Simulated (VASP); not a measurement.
Crystal: Zn3SeS2.

```
Zn Se S
1.0
     3.83288    0.00000    0.00000
    -1.91644    3.31937    0.00000
     0.00000    0.00000    9.38859
Zn Se S
3 1 2
Direct
  0.00000 0.00000 0.00000
  0.33333 0.66667 0.66667
  0.66667 0.33333 0.33333
  0.33333 0.66667 0.91667
  0.66667 0.33333 0.58333
  0.00000 0.00000 0.25000
```

```yaml
Program: VASP 6.6.1
Task: relaxation of cell and atoms
Functional: PBE
Potentials_or_basis: VASP PAW PBE potentials, release 64 (Zn, Se, S)
Cutoff: 600 eV
k_mesh: 6 × 6 × 2
Occupations: gaussian, width 0.1 eV
Spin: no spin polarisation
```

At the start: pressure 5.5 GPa; volume 19.91 Å³/atom.

Q: How do energy, volume and symmetry change on relaxing?

A: Over 7 steps the energy falls by 34.6 meV/atom and the volume is 21.33 Å³/atom (+7.2 %); space group P3m1 (No. 156, to 0.1 Å) before and after.

The path:
```tsv
step	energy change (eV)	largest force (eV/Å)	pressure (GPa)	volume (Å³)
1	0.0000	0.7811	5.45	119.45
2	-0.1635	0.3229	-1.59	131.55
3	-0.1740	0.4040	-0.39	128.96
4	-0.1896	0.2644	-0.26	128.55
5	-0.2030	0.2444	0.26	127.34
6	-0.2044	0.2259	0.16	127.62
7	-0.2076	0.0321	-0.09	128.00
```

Final structure:
```yaml
crystal:
  lattice:
    - [3.92112, 0.00000, 0.00000]
    - [-1.96056, 3.39579, 0.00000]
    - [0.00000, 0.00000, 9.61329]
  atoms:
    - { symbol: Zn, position: [0.00000, 0.00000, 0.01022] }
    - { symbol: Zn, position: [0.33333, 0.66667, 0.65675] }
    - { symbol: Zn, position: [0.66667, 0.33333, 0.33327] }
    - { symbol: Se, position: [0.33333, 0.66667, 0.91533] }
    - { symbol: S, position: [0.66667, 0.33333, 0.57950] }
    - { symbol: S, position: [0.00000, 0.00000, 0.25494] }
```
